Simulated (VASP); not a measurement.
# Si2W in VASP: a series of runs

Runs on Si2W. Level: PBE. Tasks: single point, relaxation of the atoms.

Program: VASP 6.6.1. These are calculated values, not measurements. Logs are shortened: lines on timing, memory, paths and dates and some standing lists are left out, and cuts for length are marked.

## 1. The cell of the first run

The typed cell holds 3 atoms: a = 4.527 Å, b = 4.527 Å, c = 4.527 Å, α = 138.42°, β = 138.42°, γ = 60.27°.

## 2. Single point, PBE

Input file INCAR:

```
PREC     = Accurate       # precision mode
ENCUT    = 500            # plane-wave cutoff, eV
EDIFF    = 1E-6           # SCF threshold, eV
ISMEAR   = -1             # smearing method
SIGMA    = 0.15           # smearing width, eV
LREAL    = F              # projectors in reciprocal space
LASPH    = T              # aspherical terms in the spheres
NELM     = 120            # most SCF steps
ALGO     = Normal         # electronic algorithm
ISIF     = 2              # what is computed and relaxed
LWAVE    = F              # write WAVECAR
LCHARG   = F              # write CHGCAR
GGA      = PE             # functional
NBANDS   = 18             # bands
GGA_COMPAT= F
```

Input file KPOINTS:

```
Automatic mesh
0
Gamma
  8 8 8
```

Input file POSCAR:

```
Si2W
1.0
   -1.6069000000      1.6069000000      3.9149500000
    1.6069000000     -1.6069000000      3.9149500000
    1.6069000000      1.6069000000     -3.9149500000
Si W
2 1
Direct
    0.3322811508      0.3398821170     -0.0020929362
    0.6639776161      0.6715476727     -0.0021206924
   -0.0018423237      0.0057066462     -0.0020909236
```

Potentials or basis: VASP PAW PBE potentials, release 64 (Si, W_sv).

The run is started by

```bash
$ cat potpaw_PBE.64/Si/POTCAR potpaw_PBE.64/W_sv/POTCAR > POTCAR
$ mpirun -np 1 vasp_std > vasp.out
```

OUTCAR:

```text
PREC = Accurate
   ENCUT = 500
   EDIFF = 1E-6
   ISMEAR = -1
   LREAL = F
   LASPH = T
   NELM = 120
   ISIF = 2
   GGA = PE

 ion  position               nearest neighbor table
   1  0.332  0.340  0.998-   2 2.60   3 2.62   3 2.62   3 2.62   3 2.62   3 2.62   2 2.63   2 2.63
                             2 2.63   2 2.63
   2  0.664  0.672  0.998-   1 2.60   3 2.62   3 2.62   3 2.62   3 2.62   3 2.62   1 2.63   1 2.63
                             1 2.63   1 2.63
   3  0.998  0.006  0.998-   1 2.62   2 2.62   1 2.62   2 2.62   2 2.62   1 2.62   1 2.62   2 2.62
                             2 2.62   1 2.62

  LATTYP: Found a body centered tetragonal cell.
 ALAT       =     3.2138000000
 C/A-ratio  =     2.4363370465

  Lattice vectors:

 A1 = (  -1.6069000000,   1.6069000000,   3.9149500000)
 A2 = (   1.6069000000,  -1.6069000000,   3.9149500000)
 A3 = (   1.6069000000,   1.6069000000,  -3.9149500000)

Analysis of symmetry for initial positions (statically):
=====================================================================
 Subroutine PRICEL returns:
 Original cell was already a primitive cell.

 Routine SETGRP: Setting up the symmetry group for a
 body centered tetragonal supercell.

 Subroutine GETGRP returns: Found  1 space group operations
 (whereof  1 operations were pure point group operations)
 out of a pool of 16 trial point group operations.

The static configuration has the point symmetry C_1 .

Analysis of symmetry for dynamics (positions and initial velocities):
=====================================================================
 Subroutine PRICEL returns:
 Original cell was already a primitive cell.

 Routine SETGRP: Setting up the symmetry group for a
 body centered tetragonal supercell.

 Subroutine GETGRP returns: Found  1 space group operations
 (whereof  1 operations were pure point group operations)
 out of a pool of 16 trial point group operations.

The dynamic configuration has the point symmetry C_1 .

 Subroutine INISYM returns: Found  1 space group operations
 (whereof  1 operations are pure point group operations),
 and found     1 'primitive' translations

----------------------------------------------------------------------------------------

                                     Primitive cell

  volume of cell :      40.4356

  direct lattice vectors                    reciprocal lattice vectors
    -1.606900000  1.606900000  3.914950000     0.000000000  0.311158131  0.127715552
     1.606900000 -1.606900000  3.914950000     0.311158131  0.000000000  0.127715552
     1.606900000  1.606900000 -3.914950000     0.311158131  0.311158131  0.000000000

  length of vectors
     4.526708376  4.526708376  4.526708376     0.336348992  0.336348992  0.440044048

  position of ions in fractional coordinates (direct lattice)
     0.332281151  0.339882117  0.997907064
     0.663977616  0.671547673  0.997879308
     0.998157676  0.005706646  0.997909076

  ion indices of the primitive-cell ions
   primitive index   ion index
                 1           1
                 2           2
                 3           3

----------------------------------------------------------------------------------------

 KPOINTS: Automatic mesh

Automatic generation of k-mesh.
 Grid dimensions read from file:
 generate k-points for:    8    8    8

 Generating k-lattice:

  Cartesian coordinates                     Fractional coordinates (reciprocal lattice)
     0.000000000  0.038894766  0.015964444     0.125000000  0.000000000  0.000000000
     0.038894766  0.000000000  0.015964444     0.000000000  0.125000000  0.000000000
     0.038894766  0.038894766  0.000000000     0.000000000  0.000000000  0.125000000

  Length of vectors
     0.042043624  0.042043624  0.055005506

  Shift w.r.t. Gamma in fractional coordinates (k-lattice)
     0.000000000  0.000000000  0.000000000

 Subroutine IBZKPT returns following result:
 ===========================================

 Found    260 irreducible k-points:

 Following reciprocal coordinates:
            Coordinates               Weight
  0.000000  0.000000  0.000000      1.000000
  0.125000  0.000000  0.000000      2.000000
  0.000000  0.125000  0.000000      2.000000
  0.000000  0.125000 -0.125000      2.000000
  0.125000  0.000000 -0.125000      2.000000
  0.250000  0.000000  0.000000      2.000000
[... 16 lines left out ...]
 -0.000000  0.375000 -0.125000      2.000000
  0.125000  0.250000 -0.375000      2.000000
 [... further k-points ...]
   k-points           NKPTS =    260   k-points in BZ     NKDIM =    260   number of bands    NBANDS=     18
   number of dos      NEDOS =    301   number of ions     NIONS =      3
   total plane-waves  NPLWV =  46656
   dimension x,y,z NGX =    36 NGY =   36 NGZ =   36
   dimension x,y,z NGXF=    72 NGYF=   72 NGZF=   72
   ions per type =               2   1
   NGX,Y,Z   is equivalent  to a cutoff of  13.22, 13.22, 13.22 a.u.
   NGXF,Y,Z  is equivalent  to a cutoff of  26.44, 26.44, 26.44 a.u.
 SYSTEM =  unknown system
   PREC   = accura    normal or accurate (medium, high low for compatibility)
   ISTART =      0    job   : 0-new  1-cont  2-samecut
   ICHARG =      2    charge: 1-file 2-atom 10-const
   ISPIN  =      1    spin polarized calculation?
   LNONCOLLINEAR =      F non collinear calculations
   LSORBIT =      F    spin-orbit coupling
   LASPH  =      T    aspherical Exc in radial PAW
   ENCUT  =  500.0 eV  36.75 Ry    6.06 a.u.   8.25  8.25  8.25*2*pi/ulx,y,z
   NELM   =    120;   NELMIN=  2; NELMDL= -5     # of ELM steps
   EDIFF  = 0.1E-05   stopping-criterion for ELM
   LREAL  =      F    real-space projection
   EDIFFG = 0.1E-04   stopping-criterion for IOM
   NSW    =      0    number of steps for IOM
   IBRION =     -1    ionic relax: 0-MD 1-quasi-New 2-CG
   NFREE  =      0    steps in history (QN), initial steepest desc. (CG)
   ISIF   =      2    stress and relaxation
   ISYM   =      2    0-nonsym 1-usesym 2-fastsym
   POTIM  = 0.5000    time-step for ionic-motion
   TEBEG  =    0.0;   TEEND  =   0.0 temperature during run
   PSTRESS=    0.0 pullay stress
   NELECT =      22.0000    total number of electrons
   NUPDOWN=      -1.0000    fix difference up-down
   EMIN   =  10.00;   EMAX   =-10.00  energy-range for DOS
   EFERMI =   0.00;   METHOD = LEGACY
   ISMEAR =    -1;   SIGMA  =   0.15  broadening in eV -4-tet -1-fermi 0-gaus
   EFERMI_NEDOS =   21; number of points for ismear=-14 and -15
   IALGO  =     38    algorithm
   IMIX   =      4    mixing-type and parameters
     AMIX     =   0.40;   BMIX     =  1.00
     AMIX_MAG =   1.60;   BMIX_MAG =  1.00
  volume/ion in A,a.u.               =      13.48        90.96
  Fermi-wavevector in a.u.,A,eV,Ry     =   1.336476  2.525573 24.302284  1.786167
  Thomas-Fermi vector in A             =   2.465099
   LORBIT       =      0    0 simple, 1 ext, 2 COOP (PROOUT), +10 PAW based schemes
   GGA     = PE    functional components
   LHFCALC =     F    Hartree Fock is set to
   AEXX    =    0.0000 exact exchange contribution
   IVDW    =     0    specifies the selected vdW correction
   LEPSILON=     F    determine dielectric tensor
   LRPA    =     F    only Hartree local field effects (RPA)
 non-spin polarized calculation
  energy-cutoff  :      500.00
  volume of cell :       40.44
 maximum number of plane-waves:      1046
 NGX is ok and might be reduce to    36
   NGX = 17   NGY = 17   NGZ = 17

 number of electron      22.0000001 magnetization

 Free energy of the ion-electron system (eV)
  ---------------------------------------------------
  ext. energy  EPLUGINS =         0.00000000
  ---------------------------------------------------
  free energy    TOTEN  =       -24.82116667 eV

  energy without entropy =      -24.79212368  energy(sigma->0) =      -24.80664517

 E-fermi :  11.9654     XC(G=0): -12.5290

 val. band max:       11.8678815803   @ k =  -0.3750   0.5000   0.3750
 cond. band min:      12.0267114948   @ k =   0.2500   0.2500   0.2500
 fundamental gap:      0.1588299144
 Fermi energy:        11.9653947089

 k-point     1 :       0.0000    0.0000    0.0000
  band No.  band energies     occupation
      1     -61.8963      2.00000
      2     -26.1623      2.00000
      3     -26.1333      2.00000
      4     -26.1333      2.00000
      5      -2.1213      2.00000
      6       5.1207      2.00000
[... 10 lines left out ...]
     17      17.6401      0.00000
     18      17.6401      0.00000

 k-point     2 :       0.1250    0.0000    0.0000
  band No.  band energies     occupation
      1     -61.8951      2.00000
      2     -26.1655      2.00000
      3     -26.1598      2.00000
      4     -26.1303      2.00000
      5      -1.8246      2.00000
      6       5.1295      2.00000
[... 10 lines left out ...]
     17      17.7426      0.00000
     18      18.5863      0.00000

 k-point     3 :       0.0000    0.1250    0.0000
  band No.  band energies     occupation
      1     -61.8951      2.00000
      2     -26.1655      2.00000
      3     -26.1598      2.00000
      4     -26.1303      2.00000
      5      -1.8246      2.00000
      6       5.1295      2.00000
[... 10 lines left out ...]
     17      17.7427      0.00000
     18      18.5863      0.00000

 k-point     4 :       0.0000    0.1250   -0.1250
  band No.  band energies     occupation
      1     -61.8951      2.00000
      2     -26.1655      2.00000
      3     -26.1598      2.00000
      4     -26.1303      2.00000
      5      -1.8246      2.00000
      6       5.1295      2.00000
[... 10 lines left out ...]
     17      17.7426      0.00000
     18      18.5863      0.00000

 k-point     5 :       0.1250    0.0000   -0.1250
  band No.  band energies     occupation
      1     -61.8951      2.00000
      2     -26.1655      2.00000
      3     -26.1598      2.00000
      4     -26.1303      2.00000
      5      -1.8246      2.00000
      6       5.1295      2.00000
[... 10 lines left out ...]
     17      17.7426      0.00000
     18      18.5864      0.00000

 k-point     6 :       0.2500    0.0000    0.0000
  band No.  band energies     occupation
      1     -61.8925      2.00000
      2     -26.2425      2.00000
      3     -26.1541      2.00000
      4     -26.1233      2.00000
      5      -0.9675      2.00000
      6       4.8265      2.00000
[... 10 lines left out ...]
     17      18.9383      0.00000
     18      20.5713      0.00000

 k-point     7 :       0.0000    0.2500    0.0000
  band No.  band energies     occupation
      1     -61.8925      2.00000
      2     -26.2425      2.00000
      3     -26.1541      2.00000
      4     -26.1233      2.00000
      5      -0.9675      2.00000
      6       4.8266      2.00000
[... 10 lines left out ...]
     17      18.9384      0.00000
     18      20.5713      0.00000

 k-point     8 :       0.0000    0.2500   -0.2500
  band No.  band energies     occupation
      1     -61.8925      2.00000
      2     -26.2425      2.00000
      3     -26.1541      2.00000
      4     -26.1233      2.00000
      5      -0.9675      2.00000
      6       4.8265      2.00000
[... 10 lines left out ...]
     17      18.9384      0.00000
     18      20.5713      0.00000
[... 229 lines left out ...]
     17      18.4632      0.00000
     18      18.7521      0.00000

 k-point    20 :       0.1250    0.1250   -0.2500
  band No.  band energies     occupation
      1     -61.8940      2.00000
      2     -26.1644      2.00000
      3     -26.1607      2.00000
      4     -26.1581      2.00000
      5      -1.4500      2.00000
      6       4.7813      2.00000
[... 10 lines left out ...]
     17      18.4634      0.00000
     18      18.7523      0.00000

 k-point    21 :       0.2500    0.0000   -0.1250
  band No.  band energies     occupation
      1     -61.8940      2.00000
      2     -26.1644      2.00000
      3     -26.1607      2.00000
      4     -26.1581      2.00000
      5      -1.4500      2.00000
      6       4.7813      2.00000
[... 10 lines left out ...]
     17      18.4634      0.00000
     18      18.7523      0.00000

 k-point    22 :       0.2500    0.1250    0.0000
  band No.  band energies     occupation
      1     -61.8913      2.00000
      2     -26.2389      2.00000
      3     -26.1551      2.00000
      4     -26.1523      2.00000
      5      -0.5435      2.00000
      6       4.4271      2.00000
[... 10 lines left out ...]
     17      18.4465      0.00000
     18      20.1753      0.00000

 k-point    23 :      -0.0000    0.3750   -0.1250
  band No.  band energies     occupation
      1     -61.8913      2.00000
      2     -26.2389      2.00000
      3     -26.1551      2.00000
      4     -26.1523      2.00000
      5      -0.5435      2.00000
      6       4.4271      2.00000
[... 10 lines left out ...]
     17      18.4464      0.00000
     18      20.1755      0.00000

 k-point    24 :       0.1250    0.2500   -0.3750
  band No.  band energies     occupation
      1     -61.8913      2.00000
      2     -26.2389      2.00000
      3     -26.1551      2.00000
      4     -26.1523      2.00000
      5      -0.5435      2.00000
      6       4.4270      2.00000
[... 10 lines left out ...]
     17      18.4461      0.00000
     18      20.1752      0.00000

 [... further k-points ...]
[... 5 lines left out ...]
  --------------------------------------------------------------------------------------
  -------------------------------------------------------------------------------------
  Total        0.8134492      0.8134403      0.9581387      0.0000008     -0.0000005      0.0001522
  in kB       32.2312469     32.2308960     37.9642689      0.0000320     -0.0000208      0.0060325
  external PRESSURE =      34.1421373 kB  Pullay stress =       0.0000000 kB

 VOLUME and BASIS-vectors are now :
 -----------------------------------------------------------------------------
  energy-cutoff  :      500.00
  volume of cell :       40.44
      direct lattice vectors                 reciprocal lattice vectors
    -1.606900000  1.606900000  3.914950000     0.000000000  0.311158131  0.127715552
     1.606900000 -1.606900000  3.914950000     0.311158131  0.000000000  0.127715552
     1.606900000  1.606900000 -3.914950000     0.311158131  0.311158131  0.000000000

 POSITION                                       TOTAL-FORCE (eV/Angst)
 -----------------------------------------------------------------------------------
      1.61575      1.59132     -1.27527        -0.000732      0.000483      0.019222
      1.61566      1.59133      1.32187         0.000374      0.000424     -0.018991
      0.00877      3.19831      0.02331         0.000357     -0.000907     -0.000231
 -----------------------------------------------------------------------------------
    total drift:                                0.000000     -0.000000      0.000022

  FREE ENERGIE OF THE ION-ELECTRON SYSTEM (eV)
  ---------------------------------------------------
  free  energy   TOTEN  =       -24.8211666704 eV

  energy  without entropy=      -24.7921236751  energy(sigma->0) =      -24.80664517
```

It took 2.5 min on 1 thread of Intel Xeon Platinum 8488C (Sapphire Rapids), shared host; peak memory 0.33 GiB.

What came out:

| Quantity | Value |
| --- | --- |
| Free energy | -24.8212 eV |
| Pressure | 3.4 GPa |
| Largest force | 0.019 eV/Å |
| Band gap on the k mesh | zero (bands 11 and 12 overlap by 1.21 eV) |

Forces in eV/Å, atoms in the order of the input:
```
Si  -0.001  0.000  0.019
Si   0.000  0.000 -0.019
W    0.000 -0.001  0.000
```

Caveat: the cell stands under pressure; spin-orbit coupling is left out, which moves the levels of the heavy elements.

## 3. Relaxation of the atoms, PBE

Input file INCAR:

```
SYSTEM = Si2W
PREC     = Accurate       ! precision mode
ENCUT    = 450            ! plane-wave cutoff, eV
EDIFF    = 1E-7           ! SCF threshold, eV
ISMEAR   = -1             ! smearing method
SIGMA    = 0.15           ! smearing width, eV
LREAL    = .False.        ! projectors in reciprocal space
LASPH    = .True.         ! aspherical terms in the spheres
NELM     = 120            ! most SCF steps
ALGO     = Normal         ! electronic algorithm
ISIF     = 2              ! what is computed and relaxed
LWAVE    = .False.        ! write WAVECAR
LCHARG   = .False.        ! write CHGCAR
GGA      = PE             ! functional
IBRION   = 2              ! ionic algorithm
NSW      = 80             ! ionic steps
EDIFFG   = -0.03          ! ionic threshold
GGA_COMPAT= .False.      
NELMIN   = 4
```

Input file KPOINTS:

```
regular mesh
0
Gamma
  8 8 8
  0 0 0
```

Input file POSCAR:

```
Si2W
1.0
   -1.6069000000      1.6069000000      3.9149500000
    1.6069000000     -1.6069000000      3.9149500000
    1.6069000000      1.6069000000     -3.9149500000
Si W
2 1
Direct
    0.3347000000      0.3347000000      0.0000000000
    0.6653000000      0.6653000000      0.0000000000
    0.0000000000      0.0000000000      0.0000000000
```

Potentials or basis: VASP PAW PBE potentials, release 64 (Si, W_sv).

The run is started by

```bash
$ cat potpaw_PBE.64/Si/POTCAR potpaw_PBE.64/W_sv/POTCAR > POTCAR
$ mpirun -np 1 vasp_std > vasp.out
```

Wall time 29 s (1 thread of Intel Xeon Platinum 8488C (Sapphire Rapids), shared host); peak memory 0.19 GiB.

It converged, with:

| Property | Result |
| --- | --- |
| Free energy | -24.8213 eV |
| Energy gained by relaxing | 0.1 meV/atom |
| Ionic steps | 2 |
| Pressure after relaxing | 3.5 GPa |
| Band gap on the k mesh | zero (bands 11 and 12 overlap by 1.21 eV) |

Stress tensor (GPa, compression positive):
```
3.28 0.00 0.00
0.00 3.28 0.00
0.00 0.00 3.85
```

Step by step:
| step | energy change (eV) | largest force (eV/Å) | pressure (GPa) |
| --- | --- | --- | --- |
| 1 | 0.0000 | 0.0679 | 3.53 |
| 2 | -0.0002 | 0.0012 | 3.47 |

Final structure:
```
Si W
1.0
    -1.60690    1.60690    3.91495
     1.60690   -1.60690    3.91495
     1.60690    1.60690   -3.91495
Si W
2 1
Cartesian
  1.6069 1.6069 -1.2976
  0.0000 0.0000 5.2125
  1.6069 1.6069 3.9150
```

Levels at points of the mesh, in eV from the Fermi level:
| k point | band 9 | band 10 | band 11 | band 12 | band 13 | band 14 |
| --- | --- | --- | --- | --- | --- | --- |
| (0.00, 0.00, 0.00) | -2.86 | -2.86 | 0.62 | 2.72 | 2.91 | 3.09 |
| (0.50, 0.00, 0.00) | -2.79 | -2.77 | -0.44 | 2.71 | 2.77 | 3.95 |
| (0.50, 0.50, 0.00) | -5.03 | -3.25 | -1.75 | 2.78 | 2.97 | 3.13 |
| (0.50, 0.50, 0.50) | -0.86 | -0.86 | -0.50 | -0.50 | 0.80 | 4.49 |

Caveat: spin-orbit coupling is left out, which moves the levels of the heavy elements.

The gap in the log of VASP goes by the Fermi energy; the results here count the filled bands.